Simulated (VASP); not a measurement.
# KBr (Fm-3m) in VASP: a series of runs

Aim: see how the results for KBr move with the level of theory and the settings. Levels: PBEsol, PBE. Tasks: vibrations by perturbation theory, dielectric tensor.

Everything below comes from runs of VASP 6.6.1. Logs are shortened: lines on timing, memory, paths and dates and some standing lists are left out, and cuts for length are marked.

**1. The cell of the first run**

Symmetry: Fm-3m, No. 225, cubic system. Conventional cell: a = 6.551 Å, b = 6.551 Å, c = 6.551 Å, α = 90.00°, β = 90.00°, γ = 90.00°. Within 4.3 Å of K (site symmetry m-3m) lie 6 Br at 3.28 Å. Br (site symmetry m-3m) has 6 K at 3.28 Å within 4.3 Å.

**2. Vibrations by perturbation theory, PBEsol**

Input file INCAR:

```
SYSTEM = KBr
PREC = Accurate
ENCUT = 520
EDIFF = 1E-8
ISMEAR = 0
SIGMA = 0.01
LREAL = .False.
LASPH = .True.
NELM = 80
ALGO = Normal
ISIF = 2
LWAVE = .False.
LCHARG = .False.
GGA = PS
IBRION = 8
NSW = 1
LEPSILON = .True.
```

Input file KPOINTS:

```
regular mesh
0
Gamma
  6 6 6
  0 0 0
```

Input file POSCAR:

```
KBr
1.0
    0.0000000000      3.2756797793      3.2756797793
    3.2756797793      0.0000000000      3.2756797793
    3.2756797793      3.2756797793      0.0000000000
K Br
1 1
Direct
    0.0000000000      0.0000000000      0.0000000000
    0.5000000000      0.5000000000      0.5000000000
```

Potentials or basis: VASP PAW PBE potentials, release 64 (K_sv, Br).

Started as:

```sh
cat potpaw_PBE.64/K_sv/POTCAR potpaw_PBE.64/Br/POTCAR > POTCAR
mpirun -np 1 vasp_std > vasp.out
```

OUTCAR:

```text
SYSTEM = KBr
   PREC = Accurate
   ENCUT = 520
   EDIFF = 1E-8
   ISMEAR = 0
   LREAL = .False.
   LASPH = .True.
   NELM = 80
   ISIF = 2
   GGA = PS
   IBRION = 8
   NSW = 1
   LEPSILON = .True.

 ion  position               nearest neighbor table
   1  0.000  0.000  0.000-   2 3.28   2 3.28   2 3.28   2 3.28   2 3.28   2 3.28
   2  0.500  0.500  0.500-   1 3.28   1 3.28   1 3.28   1 3.28   1 3.28   1 3.28

  LATTYP: Found a face centered cubic cell.
 ALAT       =     6.5513595586

  Lattice vectors:

 A1 = (   0.0000000000,   3.2756797793,   3.2756797793)
 A2 = (   3.2756797793,   0.0000000000,   3.2756797793)
 A3 = (   3.2756797793,   3.2756797793,   0.0000000000)

Analysis of symmetry for initial positions (statically):
=====================================================================
 Subroutine PRICEL returns:
 Original cell was already a primitive cell.

 Routine SETGRP: Setting up the symmetry group for a
 face centered cubic supercell.

 Subroutine GETGRP returns: Found 48 space group operations
 (whereof 48 operations were pure point group operations)
 out of a pool of 48 trial point group operations.

The static configuration has the point symmetry O_h .

Analysis of symmetry for dynamics (positions and initial velocities):
=====================================================================
 Subroutine PRICEL returns:
 Original cell was already a primitive cell.

 Routine SETGRP: Setting up the symmetry group for a
 face centered cubic supercell.

 Subroutine GETGRP returns: Found 48 space group operations
 (whereof 48 operations were pure point group operations)
 out of a pool of 48 trial point group operations.

The dynamic configuration has the point symmetry O_h .

 Subroutine INISYM returns: Found 48 space group operations
 (whereof 48 operations are pure point group operations),
 and found     1 'primitive' translations

----------------------------------------------------------------------------------------

                                     Primitive cell

  volume of cell :      70.2966

  direct lattice vectors                    reciprocal lattice vectors
     0.000000000  3.275679779  3.275679779    -0.152640073  0.152640073  0.152640073
     3.275679779  0.000000000  3.275679779     0.152640073 -0.152640073  0.152640073
     3.275679779  3.275679779  0.000000000     0.152640073  0.152640073 -0.152640073

  length of vectors
     4.632510770  4.632510770  4.632510770     0.264380361  0.264380361  0.264380361

  position of ions in fractional coordinates (direct lattice)
     0.000000000  0.000000000  0.000000000
     0.500000000  0.500000000  0.500000000

  ion indices of the primitive-cell ions
   primitive index   ion index
                 1           1
                 2           2

----------------------------------------------------------------------------------------

 KPOINTS: regular mesh

Automatic generation of k-mesh.
 Grid dimensions read from file:
 generate k-points for:    6    6    6

 Generating k-lattice:

  Cartesian coordinates                     Fractional coordinates (reciprocal lattice)
    -0.025440012  0.025440012  0.025440012     0.166666667  0.000000000  0.000000000
     0.025440012 -0.025440012  0.025440012     0.000000000  0.166666667  0.000000000
     0.025440012  0.025440012 -0.025440012     0.000000000  0.000000000  0.166666667

  Length of vectors
     0.044063394  0.044063394  0.044063394

  Shift w.r.t. Gamma in fractional coordinates (k-lattice)
     0.000000000  0.000000000  0.000000000

 Subroutine IBZKPT returns following result:
 ===========================================

 Found     16 irreducible k-points:

[... 336 lines left out ...]
  energy-cutoff  :      520.00
  volume of cell :       70.30
      direct lattice vectors                 reciprocal lattice vectors
     0.000000000  3.275679779  3.275679779    -0.152640073  0.152640073  0.152640073
     3.275679779  0.000000000  3.275679779     0.152640073 -0.152640073  0.152640073
     3.275679779  3.275679779  0.000000000     0.152640073  0.152640073 -0.152640073

 POSITION                                       TOTAL-FORCE (eV/Angst)
 -----------------------------------------------------------------------------------
      0.00000      0.00000      0.00000         0.000000     -0.000000      0.000000
      3.27568      3.27568      3.27568        -0.000000      0.000000     -0.000000
 -----------------------------------------------------------------------------------
    total drift:                                0.000000      0.000000      0.000000

  FREE ENERGIE OF THE ION-ELECTRON SYSTEM (eV)
  ---------------------------------------------------
  free  energy   TOTEN  =        -6.4598909560 eV

  energy  without entropy=       -6.4598909560  energy(sigma->0) =       -6.45989096

 HEAD OF MICROSCOPIC STATIC DIELECTRIC TENSOR (INDEPENDENT PARTICLE, excluding Hartree and local field effects)
 ------------------------------------------------------
           2.905548    -0.000000    -0.000000
           0.000000     2.905548    -0.000000
          -0.000000     0.000000     2.905548
 ------------------------------------------------------

 Free energy of the ion-electron system (eV)
  ---------------------------------------------------
  ---------------------------------------------------
  free energy    TOTEN  =        -0.36065956 eV

  energy without entropy =       -0.36065956

------------------------ aborting loop because EDIFF is reached ----------------------------------------

--------------------------------------- Ionic step        2  -------------------------------------------

------------------------ aborting loop because EDIFF is reached ----------------------------------------

--------------------------------------- Ionic step        3  -------------------------------------------

------------------------ aborting loop because EDIFF is reached ----------------------------------------

 PIEZOELECTRIC TENSOR FIELD DIRECTION 3  (e Angst)
 -----------------------------------------------------------------------------
    -0.00011  0.00000  0.00000           (  0.00000  0.00000 -0.00000)
     0.00000 -0.00011 -0.00000           (  0.00000  0.00000  0.00000)
    -0.00000  0.00000 -0.00098           ( -0.00000  0.00000  0.00001)

 PIEZOELECTRIC TENSOR FIELD DIRECTION 3  (C/m^2)
 -----------------------------------------------------------------------------
    -0.00002  0.00000  0.00000
     0.00000 -0.00002 -0.00000
    -0.00000  0.00000 -0.00022

--------------------------------------- Ionic step        4  -------------------------------------------

------------------------ aborting loop because EDIFF is reached ----------------------------------------

[... ionic steps 5 to 6 ...]

--------------------------------------- Ionic step        7  -------------------------------------------

 Free energy of the ion-electron system (eV)
  ---------------------------------------------------
  ---------------------------------------------------
  free energy    TOTEN  =        -0.14530847 eV

  energy without entropy =       -0.14530847

------------------------ aborting loop because EDIFF is reached ----------------------------------------

 INTERNAL STRAIN TENSOR  FOR ION    2  DIRECTION 1   (eV/Angst):
 -----------------------------------------------------------------------------
     0.00731 -0.00000  0.00000
    -0.00000 -0.00181 -0.00000
     0.00000 -0.00000 -0.00181

 MACROSCOPIC STATIC DIELECTRIC TENSOR (including local field effects in DFT)
 ------------------------------------------------------
           2.618467     0.000000    -0.000000
           0.000000     2.618467    -0.000000
           0.000000    -0.000000     2.618467
 ------------------------------------------------------

 PIEZOELECTRIC TENSOR (including local field effects)  for field in x, y, z        (e  Angst)
          XX          YY          ZZ          XY          YZ          ZX
  --------------------------------------------------------------------------------
  x     0.00000     0.00000     0.00000     0.00000     0.00000     0.00000
  y     0.00000     0.00000     0.00000     0.00000     0.00000     0.00000
  z     0.00000     0.00000     0.00000     0.00000     0.00000     0.00000

 PIEZOELECTRIC TENSOR (including local field effects)  for field in x, y, z        (C/m^2)
          XX          YY          ZZ          XY          YZ          ZX
  --------------------------------------------------------------------------------
  x     0.00000     0.00000     0.00000     0.00000     0.00000     0.00000
  y     0.00000     0.00000     0.00000     0.00000     0.00000     0.00000
  z     0.00000     0.00000     0.00000     0.00000     0.00000     0.00000

 BORN EFFECTIVE CHARGES (including local field effects) (in |e|, cummulative output)
 ---------------------------------------------------------------------------------
 ion    1
    1     1.12453    -0.00000     0.00000
    2     0.00000     1.12453     0.00000
    3     0.00000     0.00000     1.12453
 ion    2
    1    -1.12453     0.00000     0.00000
    2    -0.00000    -1.12453     0.00000
    3     0.00000     0.00000    -1.12453

 INTERNAL STRAIN TENSOR FOR ION    2 for displacements in x,y,z  (eV/Angst):
          X           Y           Z          XY          YZ          ZX
  --------------------------------------------------------------------------------
  x     0.00000     0.00000     0.00000     0.00000     0.00000     0.00000
  y     0.00000     0.00000     0.00000     0.00000     0.00000     0.00000
  z     0.00000     0.00000     0.00000     0.00000     0.00000     0.00000

 SECOND DERIVATIVES (NOT SYMMETRIZED)
 ------------------------------------
               1X          1Y          1Z          2X          2Y          2Z
  1X    -1.227853    0.000000    0.000000    1.227853    0.000000    0.000000
  1Y     0.000000   -1.227853    0.000000    0.000000    1.227853    0.000000
  1Z     0.000000    0.000000   -1.227853    0.000000    0.000000    1.227853
  2X     1.218881    0.000000    0.000000   -1.218881    0.000000    0.000000
  2Y     0.000000    1.218881    0.000000    0.000000   -1.218881    0.000000
  2Z     0.000000    0.000000    1.218881    0.000000    0.000000   -1.218881

 Eigenvectors and eigenvalues of the dynamical matrix
 ----------------------------------------------------

   1 f  =    3.376900 THz    21.217691 2PiTHz  112.641270 cm-1    13.965731 meV
             X         Y         Z           dx          dy          dz
      0.000000  0.000000  0.000000     0.820406    0.000000    0.000000
      3.275680  3.275680  3.275680    -0.571782    0.000000    0.000000
[... 21 lines left out ...]
   6 f/i=    0.005809 THz     0.036500 2PiTHz    0.193773 cm-1     0.024025 meV
             X         Y         Z           dx          dy          dz
      0.000000  0.000000  0.000000     0.472965    0.318335    0.043599
      3.275680  3.275680  3.275680     0.678622    0.456755    0.062557

--------------------------------------------------------------------------------------------------------

 MACROSCOPIC STATIC DIELECTRIC TENSOR IONIC CONTRIBUTION
 ------------------------------------------------------
           2.660822    -0.000000     0.000000
          -0.000000     2.660822    -0.000000
           0.000000    -0.000000     2.660822
 ------------------------------------------------------

 ELASTIC MODULI CONTR FROM IONIC RELAXATION (kBar)
 Direction    XX          YY          ZZ          XY          YZ          ZX
 --------------------------------------------------------------------------------
 XX           0.0000      0.0000      0.0000      0.0000      0.0000      0.0000
 YY           0.0000      0.0000      0.0000      0.0000      0.0000      0.0000
 ZZ           0.0000      0.0000      0.0000      0.0000      0.0000      0.0000
 XY           0.0000      0.0000      0.0000      0.0000      0.0000      0.0000
 YZ           0.0000      0.0000      0.0000      0.0000      0.0000      0.0000
 ZX           0.0000      0.0000      0.0000      0.0000      0.0000      0.0000
 --------------------------------------------------------------------------------

 PIEZOELECTRIC TENSOR IONIC CONTR  for field in x, y, z        (C/m^2)
          XX          YY          ZZ          XY          YZ          ZX
  --------------------------------------------------------------------------------
  x     0.00000     0.00000     0.00000     0.00000     0.00000     0.00000
  y     0.00000     0.00000     0.00000     0.00000     0.00000     0.00000
  z     0.00000     0.00000     0.00000     0.00000     0.00000     0.00000
```

Run time: 11 min. Hardware: 1 thread of Intel Xeon 8259CL, shared host; peak memory 0.28 GiB.

What came out:

```yaml
Electronic_dielectric_tensor_diagonal: 2.62
Born_charges_mean_of_the_diagonal: K +1.12; Br -1.12 e
Highest_phonon_frequency_at_Γ_LO-TO_splitting_left_out: 113 cm⁻¹
```

Phonon frequencies in cm⁻¹ (negative: imaginary):
| q point | frequencies |
| --- | --- |
| (0.000, 0.000, 0.000) | 0 0 0 113 113 113 |

Electronic dielectric tensor:
```
2.62 0.00 0.00
0.00 2.62 0.00
0.00 0.00 2.62
```

Born effective charge tensors (e):
atom 1, K
```
1.12 0.00 0.00
0.00 1.12 0.00
0.00 0.00 1.12
```
atom 2, Br
```
-1.12  0.00  0.00
 0.00 -1.12  0.00
 0.00  0.00 -1.12
```

(Continued in part 2 of 2.)
